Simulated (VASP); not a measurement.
# Co: single point with PBE

Co:

```
Co
1.0
     2.49372    0.00000    0.00000
    -1.24686    2.15962    0.00000
     0.00000    0.00000    4.03278
Co
2
Direct
  0.33333 0.66667 0.25000
  0.66667 0.33333 0.75000
```

```
Program             : VASP 6.6.1
Task                : single point
Functional          : PBE
Potentials or basis : VASP PAW PBE potentials, release 64 (Co)
Cutoff              : 520 eV
k mesh              : 21 × 21 × 10
Occupations         : gaussian, width 0.1 eV
Spin                : collinear spin, ferromagnetic start
Starting moments    : [1.79, 1.79] μB
```

* Pressure: -0.8 GPa
* Net moment: 3.21 μB per cell
* Site moments: Co +1.62 μB
* Valence electrons inside the program's atomic spheres: Co 8.27

Stress tensor (GPa, compression positive):
```
-0.71  0.00  0.00
 0.00 -0.71  0.00
 0.00  0.00 -0.84
```

Levels at points of the mesh, in eV from the Fermi level:
Spin up:
```
           k point  band 9  band 10  band 11  band 12  band 13  band 14
(0.00, 0.00, 0.00)   -1.93    -0.83    -0.83    -0.06     6.35    21.98
(0.00, 0.00, 0.50)   -1.14    -1.14    -1.14    -1.14    15.02    15.02
```
Spin down:
```tsv
k point	band 3	band 4	band 5	band 6	band 7	band 8	band 9	band 10	band 11	band 12
(0.00, 0.00, 0.00)	-0.98	-0.95	-0.95	-0.58	-0.58	-0.16	-0.16	-0.13	1.05	1.05
(0.00, 0.00, 0.50)	-1.52	-1.52	-1.01	-1.01	-1.01	-1.01	0.71	0.71	0.71	0.71
```

Wall time 5.2 min on 1 thread of Oxide Virtual Turin-like Processor, on a shared host, peak memory 0.24 GiB.
